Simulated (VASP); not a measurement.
Wanted: the native input for a VASP 6.6.1 run.

```yaml
Task: relaxation of cell and atoms
Functional: LDA
Potentials_or_basis: VASP PAW LDA potentials, release 64 (Ni)
Cutoff: 600 eV
k_mesh: 18 × 18 × 18
Occupations: fermi-dirac, width 0.08 eV
Spin: collinear spin, ferromagnetic start
Starting_moments: "[1.0] μB"
Dipole_correction: no
Further_INCAR_settings: ALGO = Normal; EDIFF = 1e-07; IBRION = 2; EDIFFG = -0.005; NSW = 60; ISIF = 3
```

The structure of Ni lies in POSCAR:

```
Ni
1.0
    0.0000000000      1.7619589070      1.7619589070
    1.7619589070      0.0000000000      1.7619589070
    1.7619589070      1.7619589070      0.0000000000
Ni
1
Direct
    0.0000000000      0.0000000000      0.0000000000
```

These files were run (other wordings do the same):

INCAR

```
SYSTEM = Ni
PREC     = Accurate       ! precision mode
ENCUT    = 600            ! plane-wave cutoff, eV
EDIFF    = 1E-7           ! SCF threshold, eV
ISMEAR   = -1             ! smearing method
SIGMA    = 0.08           ! smearing width, eV
LREAL    = .FALSE.        ! projectors in reciprocal space
LASPH    = .TRUE.         ! aspherical terms in the spheres
NELM     = 150            ! most SCF steps
ALGO     = Normal         ! electronic algorithm
ISIF     = 3              ! what is computed and relaxed
LWAVE    = .FALSE.        ! write WAVECAR
LCHARG   = .FALSE.        ! write CHGCAR
ISPIN    = 2              ! spin polarisation
MAGMOM   = 1              ! initial moments
LORBIT   = 11             ! projections on sites
LMAXMIX  = 4              ! l up to which the mixer works
GGA      = CA             ! functional
IBRION   = 2              ! ionic algorithm
NSW      = 60             ! ionic steps
EDIFFG   = -0.005         ! ionic threshold
```

KPOINTS

```
regular mesh
0
G
  18 18 18
  0 0 0
```

Potentials or basis: VASP PAW LDA potentials, release 64 (Ni).

Launch:

```sh
$ cat potpaw_LDA.64/Ni/POTCAR > POTCAR
$ mpirun -np 1 vasp_std > vasp.out
```

It gave:

```
Relaxed volume                                        : 10.03 Å³/atom
Relaxed cell                                          : a = 2.421 Å, b = 2.421 Å, c = 2.421 Å, α = 60.00°, β = 60.00°, γ = 60.00°
Space group after relaxing (to 0.1 Å)                 : Fm-3m (No. 225)
Energy gained by relaxing                             : 54.5 meV/atom
Ionic steps                                           : 4
Pressure after relaxing                               : 0.0 GPa
Net moment                                            : 0.58 μB per cell
Site moments                                          : Ni +0.58 μB
Valence electrons inside the program's atomic spheres : Ni 9.48
```

Wall time 3.5 min on 1 thread of Intel Xeon 8259CL (shared host), peak memory 0.17 GiB.
